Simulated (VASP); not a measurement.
Write the native input for VASP 6.6.1 that does the following.

```yaml
Task: single point
Functional: PBE
Potentials_or_basis: VASP PAW PBE potentials, release 64 (Ti_sv, Sn_d, Te)
Cutoff: 520 eV
k_mesh: 6 × 6 × 4
Occupations: gaussian, width 0.1 eV
Spin: collinear spin
Starting_moments: "[1.0, 0.0, 0.0, 0.0, 0.0, 0.0] μB"
Dipole_correction: no
Further_INCAR_settings: ALGO = Normal; EDIFF = 1e-06; NBANDS = 42
```

The structure of TiSn2Te3 lies in POSCAR:

```
TiSn2Te3
1.0
    5.6115983988      0.0000000000      0.0000000000
   -2.8057991994      4.8597867692      0.0000000000
    0.0000000000      0.0000000000      6.0631703628
Ti Sn Te
1 2 3
Direct
    0.3333333333      0.6666666667      0.0000000000
    0.0000000000      0.0000000000      0.5000000000
    0.3333333333      0.6666666667      0.5000000000
    0.6666666667      0.3333333333      0.5000000000
    0.0000000000      0.0000000000      0.0000000000
    0.6666666667      0.3333333333      0.0000000000
```

The cell was built from a structure type or drawn by symmetry, and may not be a known phase.

One way to write it, as run:

INCAR

```
ALGO = Normal ; EDIFF = 1E-6
ENCUT = 520 ; GGA = PE
ISIF = 2 ; ISMEAR = 0
ISPIN = 2 ; LASPH = True
LCHARG = True ; LELF = True
LMAXMIX = 4 ; LORBIT = 11
LREAL = False ; LVHAR = True
LWAVE = False ; MAGMOM = 1 0 0 0 0 0
NBANDS = 42 ; NELM = 150
PREC = Accurate ; SIGMA = 0.1
```

KPOINTS

```
k-points
0
Gamma
  6 6 4
```

Potentials or basis: VASP PAW PBE potentials, release 64 (Ti_sv, Sn_d, Te).

The run is started by

```bash
$ cat potpaw_PBE.64/Ti_sv/POTCAR potpaw_PBE.64/Sn_d/POTCAR potpaw_PBE.64/Te/POTCAR > POTCAR
$ mpirun -np 1 vasp_std > vasp.out
```

Results of the run:

The pressure is -0.1 GPa, the band gap on the k mesh is zero (filled and empty bands overlap) and the net moment is 0.00 μB per cell. The valence electrons inside the program's atomic spheres are Ti 9.98; Sn 12.14, 12.23; Te 3.32, 3.35 (each value once).

Caveat: spin-orbit coupling is left out, which moves the levels of the heavy elements.

It took 5.1 min on 1 thread of Intel(R) Xeon(R) 6975P-C (Granite Rapids), on a shared host, peak memory 0.49 GiB.
